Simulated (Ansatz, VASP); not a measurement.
Given: the input of a run of Ansatz 0.2.0 on SnTe.

The input input.yaml:

```yaml
crystal:
  lattice:
    - [0.0, 3.15085, 3.15085]
    - [3.15085, 0.0, 3.15085]
    - [3.15085, 3.15085, 0.0]
  atoms:
    - { symbol: Te, position: [0.5, 0.5, 0.5] }
    - { symbol: Sn, position: [0.0, 0.0, 0.0] }
hamiltonian:
  xc: rpbe
  pseudopotentials: { kind: paw }
  dispersion: d4
kpoints:
  mp_grid: { grid: [7, 7, 7] }
scf:
  occupations: { method: fermi_dirac, width: 0.05 }
output:
  forces: true
  stress: true
relax:
  f_tol: 0.01
  max_steps: 40
  cell: { stress_tol: 0.05 }
```

Potentials or basis: Ansatz PAW.

The run is started by

```console
$ ansatz run input.yaml --threads 2 --pin off --max-ram 5120MiB --backend cpu --events-out ev --progress --plain --runs-dir out
```

**Question.** Translate it to VASP 6.6.1. Potentials there: VASP PAW PBE potentials, release 64 (Te, Sn_d).

**Answer.** As run (the cutoff follows the program's own potentials):

File INCAR:

```
PREC = Accurate
ENCUT = 600
EDIFF = 1E-7
ISMEAR = -1
SIGMA = 0.05
LREAL = False
LASPH = True
NELM = 100
ALGO = Normal
ISIF = 3
LWAVE = False
LCHARG = False
GGA = RP
IVDW = 13
IBRION = 2
NSW = 60
EDIFFG = -0.01
```

The input KPOINTS:

```
Automatic mesh
0
Gamma
  7 7 7
```

File POSCAR:

```
SnTe
1.0
    0.0000000000      3.1508500000      3.1508500000
    3.1508500000      0.0000000000      3.1508500000
    3.1508500000      3.1508500000      0.0000000000
Te Sn
1 1
Direct
    0.5000000000      0.5000000000      0.5000000000
    0.0000000000      0.0000000000      0.0000000000
```

Potentials or basis: VASP PAW PBE potentials, release 64 (Te, Sn_d).

The run is started by

```sh
$ cat potpaw_PBE.64/Te/POTCAR potpaw_PBE.64/Sn_d/POTCAR > POTCAR
$ mpirun -np 1 vasp_std > vasp.out
```

Both were run:

|  | VASP | Ansatz | Ansatz less VASP |
| --- | --- | --- | --- |
| relaxed volume (Å³/atom) | 30.82 | 30.84 | +0.017 |
| relaxed cell length with the largest relative difference (Å) | 4.434 | 4.435 | +0.0008 |

VASP's potentials were made for PBE, not for RPBE. VASP's potentials hold 20 valence electrons a cell and Ansatz's 30, so a difference there can come from the potentials and not from the codes.

Spin-orbit coupling is off throughout. Noted on Ansatz's run: the plane-wave basis is chosen anew once the cell has moved, so the energies of steps on either side of that aren't comparable.
